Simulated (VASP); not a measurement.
# AlH8 (P-6m2) in VASP: notebook, part 2 of 2

VASP 6.6.1. The steps go on from the part before.

**3. Relaxation of cell and atoms, PBE**

This run uses another cell than the first one, of 7.92 Å³/atom.

File INCAR:

```
ALGO     = Normal         # electronic algorithm
EDIFF    = 1E-6           # SCF threshold, eV
EDIFFG   = -0.04          # ionic threshold
ENCUT    = 600            # plane-wave cutoff, eV
GGA      = PE             # functional
IBRION   = 2              # ionic algorithm
ISIF     = 3              # what is computed and relaxed
ISMEAR   = 0              # smearing method
LASPH    = T              # aspherical terms in the spheres
LCHARG   = F              # write CHGCAR
LREAL    = F              # projectors in reciprocal space
LWAVE    = F              # write WAVECAR
NELM     = 60             # most SCF steps
NSW      = 90             # ionic steps
PREC     = Accurate       # precision mode
SIGMA    = 0.1            # smearing width, eV
```

File KPOINTS:

```
k-points
0
Gamma
  6 6 4
```

File POSCAR:

```
AlH8
1.0
    4.1275370600      0.0000000000      0.0000000000
   -2.0637685300      3.5745519500      0.0000000000
    0.0000000000      0.0000000000      4.8303043800
Al H
1 8
Direct
    0.0000000000      0.0000000000      0.5000000000
    0.8216866000      0.1783134000      0.5000000000
    0.8216866000      0.6433732100      0.5000000000
    0.3566267900      0.1783134000      0.5000000000
    0.0000000000      0.0000000000      0.7604372600
    0.0000000000      0.0000000000      0.2395627400
    0.6666666700      0.3333333300      0.0000000000
    0.3333333300      0.6666666700      0.3893679300
    0.3333333300      0.6666666700      0.6106320700
```

Potentials or basis: VASP PAW PBE potentials, release 64 (Al, H).

Launch:

```console
$ cat potpaw_PBE.64/Al/POTCAR potpaw_PBE.64/H/POTCAR > POTCAR
$ mpirun -np 1 vasp_std > vasp.out
```

OUTCAR:

```text
EDIFF = 1E-6
   EDIFFG = -0.04
   ENCUT = 600
   GGA = PE
   IBRION = 2
   ISIF = 3
   ISMEAR = 0
   LASPH = T
   LREAL = F
   NELM = 60
   NSW = 90
   PREC = Accurate

 ion  position               nearest neighbor table
   1  0.000  0.000  0.500-   5 1.26   6 1.26   4 1.27   3 1.27   2 1.27
   2  0.822  0.178  0.500-   1 1.27
   3  0.822  0.643  0.500-   1 1.27
   4  0.357  0.178  0.500-   1 1.27
   5  0.000  0.000  0.760-   1 1.26
   6  0.000  0.000  0.240-   1 1.26
   7  0.667  0.333  0.000-
   8  0.333  0.667  0.389-
   9  0.333  0.667  0.611-

  LATTYP: Found a hexagonal cell.
 ALAT       =     4.1275370600
 C/A-ratio  =     1.1702631157

  Lattice vectors:

 A1 = (   4.1275370600,   0.0000000000,   0.0000000000)
 A2 = (  -2.0637685300,   3.5745519500,   0.0000000000)
 A3 = (   0.0000000000,   0.0000000000,   4.8303043800)

Analysis of symmetry for initial positions (statically):
=====================================================================
 Subroutine PRICEL returns:
 Original cell was already a primitive cell.

 Routine SETGRP: Setting up the symmetry group for a
 hexagonal supercell.

 Subroutine GETGRP returns: Found 12 space group operations
 (whereof 12 operations were pure point group operations)
 out of a pool of 24 trial point group operations.

The static configuration has the point symmetry D_3h.

Analysis of symmetry for dynamics (positions and initial velocities):
=====================================================================
 Subroutine PRICEL returns:
 Original cell was already a primitive cell.

 Routine SETGRP: Setting up the symmetry group for a
 hexagonal supercell.

 Subroutine GETGRP returns: Found 12 space group operations
 (whereof 12 operations were pure point group operations)
 out of a pool of 24 trial point group operations.

The dynamic configuration has the point symmetry D_3h.

 Subroutine INISYM returns: Found 12 space group operations
 (whereof 12 operations are pure point group operations),
 and found     1 'primitive' translations

----------------------------------------------------------------------------------------

                                     Primitive cell

  volume of cell :      71.2668

  direct lattice vectors                    reciprocal lattice vectors
     4.127537060  0.000000000  0.000000000     0.242275232  0.139877671  0.000000000
    -2.063768530  3.574551950  0.000000000     0.000000000  0.279755341  0.000000000
     0.000000000  0.000000000  4.830304380     0.000000000  0.000000000  0.207026291

  length of vectors
     4.127537060  4.127537061  4.830304380     0.279755341  0.279755341  0.207026291

  position of ions in fractional coordinates (direct lattice)
     0.000000000  0.000000000  0.500000000
     0.821686600  0.178313400  0.500000000
     0.821686600  0.643373210  0.500000000
     0.356626790  0.178313400  0.500000000
     0.000000000  0.000000000  0.760437260
     0.000000000  0.000000000  0.239562740
     0.666666670  0.333333330  0.000000000
     0.333333330  0.666666670  0.389367930
     0.333333330  0.666666670  0.610632070

  ion indices of the primitive-cell ions
   primitive index   ion index
                 1           1
                 2           2
                 3           3
                 4           4
[... 37 lines left out ...]
  0.500000 -0.000000  0.000000      3.000000
  0.166667  0.166667  0.000000      6.000000
  0.333333  0.166667  0.000000     12.000000
[... 13 lines left out ...]
  0.333333  0.166667  0.500000     12.000000
  0.333333  0.333333  0.500000      2.000000
   k-points           NKPTS =     21   k-points in BZ     NKDIM =     21   number of bands    NBANDS=     10
   number of dos      NEDOS =    301   number of ions     NIONS =      9
   total plane-waves  NPLWV =  51840
   dimension x,y,z NGX =    36 NGY =   36 NGZ =   40
   dimension x,y,z NGXF=    72 NGYF=   72 NGZF=   80
   ions per type =               1   8
   NGX,Y,Z   is equivalent  to a cutoff of  14.50, 14.50, 13.77 a.u.
   NGXF,Y,Z  is equivalent  to a cutoff of  29.00, 29.00, 27.53 a.u.
 SYSTEM =  unknown system
   PREC   = accura    normal or accurate (medium, high low for compatibility)
   ISTART =      0    job   : 0-new  1-cont  2-samecut
   ICHARG =      2    charge: 1-file 2-atom 10-const
   ISPIN  =      1    spin polarized calculation?
   LNONCOLLINEAR =      F non collinear calculations
   LSORBIT =      F    spin-orbit coupling
   LASPH  =      T    aspherical Exc in radial PAW
   ENCUT  =  600.0 eV  44.10 Ry    6.64 a.u.   8.24  8.24  9.65*2*pi/ulx,y,z
   NELM   =     60;   NELMIN=  2; NELMDL= -5     # of ELM steps
   EDIFF  = 0.1E-05   stopping-criterion for ELM
   LREAL  =      F    real-space projection
   EDIFFG = -.4E-01   stopping-criterion for IOM
   NSW    =     90    number of steps for IOM
   IBRION =      2    ionic relax: 0-MD 1-quasi-New 2-CG
   NFREE  =      1    steps in history (QN), initial steepest desc. (CG)
   ISIF   =      3    stress and relaxation
   ISYM   =      2    0-nonsym 1-usesym 2-fastsym
   POTIM  = 0.5000    time-step for ionic-motion
   TEBEG  =    0.0;   TEEND  =   0.0 temperature during run
   PSTRESS=    0.0 pullay stress
   NELECT =      11.0000    total number of electrons
   NUPDOWN=      -1.0000    fix difference up-down
   EMIN   =  10.00;   EMAX   =-10.00  energy-range for DOS
   EFERMI =   0.00;   METHOD = LEGACY
   ISMEAR =     0;   SIGMA  =   0.10  broadening in eV -4-tet -1-fermi 0-gaus
   EFERMI_NEDOS =   21; number of points for ismear=-14 and -15
   IALGO  =     38    algorithm
   IMIX   =      4    mixing-type and parameters
     AMIX     =   0.40;   BMIX     =  1.00
     AMIX_MAG =   1.60;   BMIX_MAG =  1.00
  volume/ion in A,a.u.               =       7.92        53.44
  Fermi-wavevector in a.u.,A,eV,Ry     =   0.878166  1.659493 10.492484  0.771176
  Thomas-Fermi vector in A             =   1.998215
   LORBIT       =      0    0 simple, 1 ext, 2 COOP (PROOUT), +10 PAW based schemes
   GGA     = PE    functional components
   LHFCALC =     F    Hartree Fock is set to
   AEXX    =    0.0000 exact exchange contribution
   IVDW    =     0    specifies the selected vdW correction
   LEPSILON=     F    determine dielectric tensor
   LRPA    =     F    only Hartree local field effects (RPA)
 conjugate gradient relaxation of ions
 non-spin polarized calculation
 Gauss-broadening in eV      SIGMA  =   0.10
  energy-cutoff  :      600.00
  volume of cell :       71.27
 maximum number of plane-waves:      2395
 NGX is ok and might be reduce to    36
   NGX = 17   NGY = 17   NGZ = 19

--------------------------------------- Ionic step        1  -------------------------------------------

 number of electron      10.9999999 magnetization

 Free energy of the ion-electron system (eV)
  ---------------------------------------------------
  ext. energy  EPLUGINS =         0.00000000
  ---------------------------------------------------
  free energy    TOTEN  =       -15.00298719 eV

  energy without entropy =      -14.98179891  energy(sigma->0) =      -14.99239305

------------------------ aborting loop because EDIFF is reached ----------------------------------------

  FORCE on cell =-STRESS in cart. coord.  units (eV):
  Direction    XX          YY          ZZ          XY          YZ          ZX
  --------------------------------------------------------------------------------------
  -------------------------------------------------------------------------------------
  Total       19.0362783     19.0362784     17.8657523      0.0000000     -0.0000000      0.0000000
  in kB      427.9623225    427.9623227    401.6472505      0.0000000     -0.0000000      0.0000000
  external PRESSURE =     419.1906319 kB  Pullay stress =       0.0000000 kB
[... 110 lines left out ...]
  FREE ENERGIE OF THE ION-ELECTRON SYSTEM (eV)
  ---------------------------------------------------
  free  energy   TOTEN  =       -23.1429479193 eV

  energy  without entropy=      -23.1101008185  energy(sigma->0) =      -23.12652437

[... ionic steps 4 to 48 ...]

--------------------------------------- Ionic step       49  -------------------------------------------

 number of electron      10.9999996 magnetization

------------------------ aborting loop because EDIFF is reached ----------------------------------------
[... 81 lines left out ...]
--------------------------------------- Ionic step       51  -------------------------------------------

 number of electron      10.9999997 magnetization

 Free energy of the ion-electron system (eV)
  ---------------------------------------------------
  ext. energy  EPLUGINS =         0.00000000
  ---------------------------------------------------
  free energy    TOTEN  =       -25.84359426 eV

  energy without entropy =      -25.81844843  energy(sigma->0) =      -25.83102134

 E-fermi :  -3.2879     XC(G=0):  -5.6962

 val. band max:       -3.2974604355   @ k =   0.1667   0.1667   0.2500
 cond. band min:      -3.2752383205   @ k =   0.3333   0.0000   0.2500
 fundamental gap:      0.0222221150
 Fermi energy:        -3.2878573181

 k-point     1 :       0.0000    0.0000    0.0000
  band No.  band energies     occupation
      1     -10.4970      2.00000
      2      -8.2950      2.00000
      3      -6.3811      2.00000
      4      -4.4041      2.00000
      5      -4.4041      2.00000
      6      -3.3490      1.61266
      7      -1.4837      0.00000
      8       2.6244      0.00000
      9       2.6244      0.00000
     10       2.7400      0.00000
[... 294 lines left out ...]
  FREE ENERGIE OF THE ION-ELECTRON SYSTEM (eV)
  ---------------------------------------------------
  free  energy   TOTEN  =       -25.8435942623 eV

  energy  without entropy=      -25.8184484266  energy(sigma->0) =      -25.83102134

 reached required accuracy - stopping structural energy minimisation
```

It took 9.3 min on 1 thread of Intel Xeon Platinum 8259CL at 2.50GHz (Skylake/Cascade Lake), shared host; peak memory 0.22 GiB.

What came out:

- Free energy: -25.8436 eV
- Relaxed volume: 14.87 Å³/atom
- Relaxed cell: a = 5.479 Å, b = 5.479 Å, c = 5.146 Å, α = 90.00°, β = 90.00°, γ = 120.00°
- Space group after relaxing (to 0.1 Å): P-6m2 (No. 187)
- Energy gained by relaxing: 1204.5 meV/atom
- Ionic steps: 51
- Pressure after relaxing: -0.1 GPa
- Largest force after relaxing: 0.034 eV/Å
- Band gap on the k mesh: zero (an odd number of electrons rules out a gap without spin polarisation)

Forces in eV/Å, atoms in the order of the input:
```
Al   0.000  0.000  0.000
H    0.013 -0.008  0.000
H    0.000  0.015  0.000
H   -0.013 -0.008  0.000
H    0.000  0.000  0.034
H    0.000  0.000 -0.034
H    0.000  0.000  0.000
H    0.000  0.000 -0.026
H    0.000  0.000  0.026
```

The path:
```
step  energy change (eV)  largest force (eV/Å)  pressure (GPa)  volume (Å³)
   1              0.0000                9.2488           41.92        71.27
   3             -8.1400                1.2641           -1.49        89.25
   5             -8.1486                1.0174           -1.95        90.01
   7             -8.1950                0.5422           -0.98        89.32
   9             -8.3574                1.0447            0.30        84.82
  11             -8.3647                1.6257            1.62        82.32
  13             -8.4692                1.9006            1.56        81.03
  15             -9.1883                2.2660            3.47        74.85
  17             -9.1875                2.1345            3.68        74.65
  19             -9.1994                2.1366            4.70        74.04
  21             -9.2488                1.9758            4.50        74.30
  23             -9.5480                1.2984            5.62        75.46
  25             -9.6068                1.9521            6.46        76.06
  27             -9.9315                0.8672            5.82        78.52
  29             -9.9632                2.4201            8.27        89.86
  31            -10.3538                0.4724            5.64        87.42
  33            -10.4898                1.4133            4.28        96.47
  35            -10.8002                1.0164            0.60       128.71
  37            -10.8088                0.7033           -0.18       133.09
  39            -10.8178                0.0463            0.04       133.03
  41            -10.8271                0.2691           -0.02       133.44
  43            -10.8317                0.5893           -0.10       133.95
  45            -10.8354                0.4058           -0.17       134.09
  47            -10.8364                0.2575           -0.43       134.63
  49            -10.8390                0.1079           -0.30       134.33
  51            -10.8406                0.0339           -0.11       133.80
```

Final structure:
```
CELL_PARAMETERS angstrom
5.47931 0.00000 0.00000
-2.73965 4.74522 0.00000
0.00000 0.00000 5.14620
ATOMIC_POSITIONS crystal
Al 0.00000 0.00000 0.50000
H 0.83127 0.16873 0.50000
H 0.83127 0.66255 0.50000
H 0.33745 0.16873 0.50000
H 0.00000 0.00000 0.92710
H 0.00000 0.00000 0.07290
H 0.66667 0.33333 0.00000
H 0.33333 0.66667 0.42739
H 0.33333 0.66667 0.57261
```

Caveat: the volume moved by over 15 % at a fixed basis, so the end points are rough.

**4. Single point, PBE**

This run uses another cell than the first one, of 22.70 Å³/atom.

File INCAR:

```
PREC = Accurate ; ENCUT = 520
EDIFF = 1E-6 ; ISMEAR = 0
SIGMA = 0.1 ; LREAL = F
LASPH = T ; NELM = 80
ALGO = Normal ; ISIF = 2
LWAVE = F ; LCHARG = F
GGA = PE ; NBANDS = 16
```

File KPOINTS:

```
regular mesh
0
Gamma
  9 9 6
```

File POSCAR:

```
AlH8
1.0
    6.3669683523      0.0000000000      0.0000000000
   -3.1834841761      5.5139563382      0.0000000000
    0.0000000000      0.0000000000      5.8184711574
Al H
1 8
Direct
    0.0000000000      0.0000000000      0.5000000000
    0.8552255015      0.1447744985      0.5000000000
    0.8552255015      0.7104510029      0.5000000000
    0.2895489971      0.1447744985      0.5000000000
    0.0000000000      0.0000000000      0.9356141250
    0.0000000000      0.0000000000      0.0643858750
    0.6666666667      0.3333333333      0.0000000000
    0.3333333333      0.6666666667      0.4356285675
    0.3333333333      0.6666666667      0.5643714325
```

Launch:

```console
$ cat potpaw_PBE.64/Al/POTCAR potpaw_PBE.64/H/POTCAR > POTCAR
$ mpirun -np 1 vasp_std > vasp.out
```

Wall time 1.8 min (1 thread of Intel Xeon Platinum 8259CL at 2.50GHz (Skylake/Cascade Lake), shared host); peak memory 0.38 GiB.

Results (log left out):

```yaml
Free_energy: -26.0797 eV
Pressure: -0.1 GPa
Largest_force: 0.010 eV/Å
Band_gap_on_the_k_mesh: zero (an odd number of electrons rules out a gap without spin polarisation)
```

Forces on the atoms (eV/Å):
```
Al   0.000  0.000  0.000
H    0.004 -0.002  0.000
H    0.000  0.004  0.000
H   -0.004 -0.002  0.000
H    0.000  0.000  0.010
H    0.000  0.000 -0.010
H    0.000  0.000  0.000
H    0.000  0.000  0.010
H    0.000  0.000 -0.010
```

Levels at points of the mesh, in eV from the Fermi level:
```csv
k point,band 3,band 4,band 5,band 6,band 7,band 8,band 9,band 10
"(0.00, 0.00, 0.00)",-3.45,-1.06,-1.06,-0.03,2.54,6.05,6.20,6.20
"(0.00, 0.00, 0.50)",-3.69,-1.04,-1.04,-0.05,4.42,4.86,6.54,6.54
```

**5. Overview**

```csv
task,cell,k mesh,cutoff (eV),gap on the mesh (eV),pressure (GPa),largest force (eV/Å)
single point,"a = 5.919, b = 5.919, c = 5.426 Å, angles 90.0, 90.0, 120.0°, 9 atoms, atomic positions A",6 × 6 × 4,520,none,0.0,0.01
relaxation of cell and atoms,"relaxed from a = 4.128, b = 4.128, c = 4.830 Å, angles 90.0, 90.0, 120.0°, 9 atoms, atomic positions B",6 × 6 × 4,600,none,-0.1,0.03
single point,"a = 6.367, b = 6.367, c = 5.818 Å, angles 90.0, 90.0, 120.0°, 9 atoms, atomic positions C",9 × 9 × 6,520,none,-0.1,0.01
```

Alike in all rows: level PBE; potentials or basis VASP PAW PBE potentials, release 64 (Al, H); no spin polarisation; smearing gaussian 0.1 eV.

Caveats: the volume moved by over 15 % at a fixed basis, so the end points are rough (at least some runs).

Total energies depend on the potentials used, so only differences within one code and one set of settings carry meaning.

The gap in the log of VASP goes by the Fermi energy; the results here count the filled bands.